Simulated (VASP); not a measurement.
# BN (Fmm2) in VASP: further runs

BN is run at these levels: PBEsol; tasks: single point.

All numbers are computed with VASP 6.6.1; they aren't measurements. Logs are shortened: lines on timing, memory, paths and dates and some standing lists are left out, and cuts for length are marked.

### 1 The cell of the first run

Symmetry: Fmm2, No. 42, orthorhombic system. Conventional cell: a = 2.503 Å, b = 6.991 Å, c = 4.332 Å, α = 90.00°, β = 90.00°, γ = 90.00°. Within 1.9 Å of B (site symmetry mm2) lie 3 N at 1.44 Å. N (site symmetry mm2) has 3 B at 1.44 Å within 1.9 Å.

### 2 Single point, PBEsol

INCAR reads:

```
SYSTEM = BN
PREC = Accurate
ENCUT = 600
EDIFF = 1E-6
ISMEAR = 0
SIGMA = 0.01
LREAL = .False.
LASPH = .True.
NELM = 120
ALGO = Normal
ISIF = 2
LWAVE = .False.
LCHARG = .False.
GGA = PS
NBANDS = 11
GGA_COMPAT = .False.
```

KPOINTS reads:

```
Automatic mesh
0
Gamma
  4 4 4
  0 0 0
```

POSCAR reads:

```
BN
1.0
    4.1120780000      0.0000000000      0.0000000000
    1.1410171286      2.2263451715      0.0000000000
    2.9710606487     -0.8190325536      2.0702171075
B N
1 1
Direct
    0.0000490000      0.0000490000      0.9999510000
    0.6666510000      0.6666510000      0.3333490000
```

Potentials or basis: VASP PAW PBE potentials, release 64 (B, N).

Run with:

```bash
$ cat potpaw_PBE.64/B/POTCAR potpaw_PBE.64/N/POTCAR > POTCAR
$ mpirun -np 1 vasp_std > vasp.out
```

OUTCAR:

```text
SYSTEM = BN
   PREC = Accurate
   ENCUT = 600
   EDIFF = 1E-6
   ISMEAR = 0
   LREAL = .False.
   LASPH = .True.
   NELM = 120
   ISIF = 2
   GGA = PS

 ion  position               nearest neighbor table
   1  0.000  0.000  1.000-   2 1.44   2 1.44   2 1.44
   2  0.667  0.667  0.333-   1 1.44   1 1.44   1 1.44

  LATTYP: Found a face centered orthorhombic cell.
 ALAT       =     2.5032634054
 B/A-ratio  =     1.7306139458
 C/A-ratio  =     2.7926073434

  Lattice vectors:

 A1 = (   4.1120780000,   0.0000000000,   0.0000000000)
 A2 = (   2.9710608714,  -2.2263451715,   0.0000000000)
 A3 = (   1.1410173513,   0.8190325536,  -2.0702171075)

Analysis of symmetry for initial positions (statically):
=====================================================================
 Subroutine PRICEL returns:
 Original cell was already a primitive cell.

 Routine SETGRP: Setting up the symmetry group for a
 face centered orthorhombic supercell.

 Subroutine GETGRP returns: Found  4 space group operations
 (whereof  4 operations were pure point group operations)
 out of a pool of  8 trial point group operations.

The static configuration has the point symmetry C_2v.

Analysis of symmetry for dynamics (positions and initial velocities):
=====================================================================
 Subroutine PRICEL returns:
 Original cell was already a primitive cell.

 Routine SETGRP: Setting up the symmetry group for a
 face centered orthorhombic supercell.

 Subroutine GETGRP returns: Found  4 space group operations
 (whereof  4 operations were pure point group operations)
 out of a pool of  8 trial point group operations.

The dynamic configuration has the point symmetry C_2v.

 Subroutine INISYM returns: Found  4 space group operations
 (whereof  4 operations are pure point group operations),
 and found     1 'primitive' translations

----------------------------------------------------------------------------------------

                                     Primitive cell

  volume of cell :      18.9526

  direct lattice vectors                    reciprocal lattice vectors
     4.112078000  0.000000000  0.000000000     0.243186049 -0.124634513 -0.398315819
     1.141017129  2.226345172  0.000000000     0.000000000  0.449166649  0.177702187
     2.971060649 -0.819032554  2.070217107     0.000000000  0.000000000  0.483041125
[... 82 lines left out ...]
   NFREE  =      0    steps in history (QN), initial steepest desc. (CG)
   ISIF   =      2    stress and relaxation
   ISYM   =      2    0-nonsym 1-usesym 2-fastsym
   POTIM  = 0.5000    time-step for ionic-motion
   TEBEG  =    0.0;   TEEND  =   0.0 temperature during run
   PSTRESS=    0.0 pullay stress
   NELECT =       8.0000    total number of electrons
   NUPDOWN=      -1.0000    fix difference up-down
   EMIN   =  10.00;   EMAX   =-10.00  energy-range for DOS
   EFERMI =   0.00;   METHOD = LEGACY
   ISMEAR =     0;   SIGMA  =   0.01  broadening in eV -4-tet -1-fermi 0-gaus
   EFERMI_NEDOS =   21; number of points for ismear=-14 and -15
   IALGO  =     38    algorithm
   IMIX   =      4    mixing-type and parameters
     AMIX     =   0.40;   BMIX     =  1.00
     AMIX_MAG =   1.60;   BMIX_MAG =  1.00
  volume/ion in A,a.u.               =       9.48        63.95
  Fermi-wavevector in a.u.,A,eV,Ry     =   1.228047  2.320672 20.518932  1.508099
  Thomas-Fermi vector in A             =   2.362987
   LORBIT       =      0    0 simple, 1 ext, 2 COOP (PROOUT), +10 PAW based schemes
   GGA     = PS    functional components
   LHFCALC =     F    Hartree Fock is set to
   AEXX    =    0.0000 exact exchange contribution
   IVDW    =     0    specifies the selected vdW correction
   LEPSILON=     F    determine dielectric tensor
   LRPA    =     F    only Hartree local field effects (RPA)
 non-spin polarized calculation
 Gauss-broadening in eV      SIGMA  =   0.01
  energy-cutoff  :      600.00
  volume of cell :       18.95
 maximum number of plane-waves:       644
 NGX is ok and might be reduce to    36
   NGX = 17   NGY =  9   NGZ = 15

 number of electron       8.0000000 magnetization

 Free energy of the ion-electron system (eV)
  ---------------------------------------------------
  ext. energy  EPLUGINS =         0.00000000
  ---------------------------------------------------
  free energy    TOTEN  =       -18.26970883 eV

  energy without entropy =      -18.26970883  energy(sigma->0) =      -18.26970883

 E-fermi :   1.4288     XC(G=0):  -9.9636

 val. band max:        1.3752107819   @ k =   0.5000   0.5000   0.0000
 cond. band min:       5.6377638572   @ k =   0.0000   0.5000   0.5000
 fundamental gap:      4.2625530753
 Fermi energy:         1.4288012731

 k-point     1 :       0.0000    0.0000    0.0000
  band No.  band energies     occupation
      1     -15.9292      2.00000
      2      -2.6130      2.00000
      3       0.5071      2.00000
      4       0.5144      2.00000
      5       6.5672      0.00000
      6      13.3702      0.00000
      7      13.4311      0.00000
      8      14.8424      0.00000
      9      16.3092      0.00000
     10      27.2624      0.00000
     11      28.4742      0.00000
[... 225 lines left out ...]
 k-point    18 :       0.0000    0.5000    0.5000
  band No.  band energies     occupation
      1     -12.6496      2.00000
      2      -7.0032      2.00000
      3      -2.3422      2.00000
      4       0.4187      2.00000
      5       5.6378      0.00000
      6      11.7337      0.00000
      7      16.2053      0.00000
      8      20.2834      0.00000
      9      21.1263      0.00000
     10      23.5057      0.00000
     11      26.0691      0.00000

------------------------ aborting loop because EDIFF is reached ----------------------------------------

  FORCE on cell =-STRESS in cart. coord.  units (eV):
  Direction    XX          YY          ZZ          XY          YZ          ZX
  --------------------------------------------------------------------------------------
  -------------------------------------------------------------------------------------
  Total        0.0242588      0.0841579      0.0921955      0.0440936      0.0101580     -0.0299744
  in kB        2.0507371      7.1143615      7.7938221      3.7274868      0.8587141     -2.5339089
  external PRESSURE =       5.6529736 kB  Pullay stress =       0.0000000 kB

 VOLUME and BASIS-vectors are now :
 -----------------------------------------------------------------------------
  energy-cutoff  :      600.00
  volume of cell :       18.95
      direct lattice vectors                 reciprocal lattice vectors
     4.112078000  0.000000000  0.000000000     0.243186049 -0.124634513 -0.398315819
     1.141017129  2.226345172  0.000000000     0.000000000  0.449166649  0.177702187
     2.971060649 -0.819032554  2.070217107     0.000000000  0.000000000  0.483041125

 POSITION                                       TOTAL-FORCE (eV/Angst)
 -----------------------------------------------------------------------------------
      2.97117     -0.81888      2.07012         0.006325      0.008441     -0.005738
      4.49238      1.21117      0.69010        -0.006325     -0.008441      0.005738
 -----------------------------------------------------------------------------------
    total drift:                               -0.000035     -0.000038      0.000036

  FREE ENERGIE OF THE ION-ELECTRON SYSTEM (eV)
  ---------------------------------------------------
  free  energy   TOTEN  =       -18.2697088265 eV

  energy  without entropy=      -18.2697088265  energy(sigma->0) =      -18.26970883
```

OSZICAR:

```text
N       E                     dE             d eps       ncg     rms          rms(c)
DAV:   1     0.174588720480E+02    0.17459E+02   -0.49070E+03   412   0.756E+02
DAV:   2    -0.191006721343E+02   -0.36560E+02   -0.35430E+02   467   0.184E+02
DAV:   3    -0.200272361972E+02   -0.92656E+00   -0.92457E+00   494   0.265E+01
DAV:   4    -0.200302898385E+02   -0.30536E-02   -0.30535E-02   432   0.161E+00
DAV:   5    -0.200303040269E+02   -0.14188E-04   -0.14188E-04   485   0.990E-02    0.782E+00
DAV:   6    -0.184785985655E+02    0.15517E+01   -0.49978E+00   465   0.129E+01    0.363E+00
DAV:   7    -0.183141567984E+02    0.16444E+00   -0.22681E-01   459   0.348E+00    0.218E+00
DAV:   8    -0.182690805343E+02    0.45076E-01   -0.11785E-01   465   0.209E+00    0.242E-01
DAV:   9    -0.182693132079E+02   -0.23267E-03   -0.28938E-03   444   0.437E-01    0.135E-01
DAV:  10    -0.182696811049E+02   -0.36790E-03   -0.50824E-04   452   0.167E-01    0.239E-02
DAV:  11    -0.182697082195E+02   -0.27115E-04   -0.46839E-05   471   0.450E-02    0.202E-02
DAV:  12    -0.182697088265E+02   -0.60707E-06   -0.97513E-06   446   0.212E-02
   1 F= -.18269709E+02 E0= -.18269709E+02  d E =-.296869E-16
```

stdout:

```text
POSCAR found type information on POSCAR B N
 POSCAR found :  2 types and       2 ions
 scaLAPACK will be used
 -----------------------------------------------------------------------------
|                                                                             |
|                                                                             |
|     You enforced a specific xc type in the INCAR file but a different       |
|     I HOPE YOU KNOW WHAT YOU ARE DOING!                                     |
|                                                                             |
 -----------------------------------------------------------------------------

 LDA part: xc-table for (Slater+PW92), standard interpolation
 POSCAR, INCAR and KPOINTS ok, starting setup
 FFT: planning ... GRIDC
 FFT: planning ... GRID_SOFT
 FFT: planning ... GRID
 WAVECAR not read
 entering main loop
```

Run time: 5.8 s. Hardware: 1 thread of Intel Xeon 6975P-C, shared host; peak memory 0.14 GiB.

What came out:

```yaml
Free_energy: -18.2697 eV
Pressure: 0.6 GPa
Largest_force: 0.012 eV/Å
Band_gap_on_the_k_mesh: 4.26 eV, indirect (least direct gap 5.22 eV)
```

Forces on the atoms (eV/Å):
```
B    0.006  0.008 -0.006
N   -0.006 -0.008  0.006
```

Levels at points of the mesh, in eV from the valence-band top:
```csv
k point,band 1,band 2,band 3,band 4,band 5,band 6,band 7,band 8,band 9
"(0.00, 0.00, 0.00)",-17.30,-3.99,-0.87,-0.86,5.19,12.00,12.06,13.47,14.93
"(0.50, 0.00, 0.00)",-14.08,-8.48,-3.68,-0.50,5.07,10.28,13.65,15.96,20.10
"(0.50, 0.50, 0.00)",-14.13,-8.57,-3.68,0.00,6.25,9.85,12.53,14.09,19.73
"(0.50, 0.00, 0.50)",-17.10,-5.67,-0.88,-0.86,9.96,11.95,12.02,12.41,16.14
"(0.00, 0.50, 0.50)",-14.02,-8.38,-3.72,-0.96,4.26,10.36,14.83,18.91,19.75
```

Caveat: the k points lie up to 0.76 Å⁻¹ apart; the PAW data sets were made with another functional, which shifts forces and pressure a little.

(Continued in part 2 of 3.)
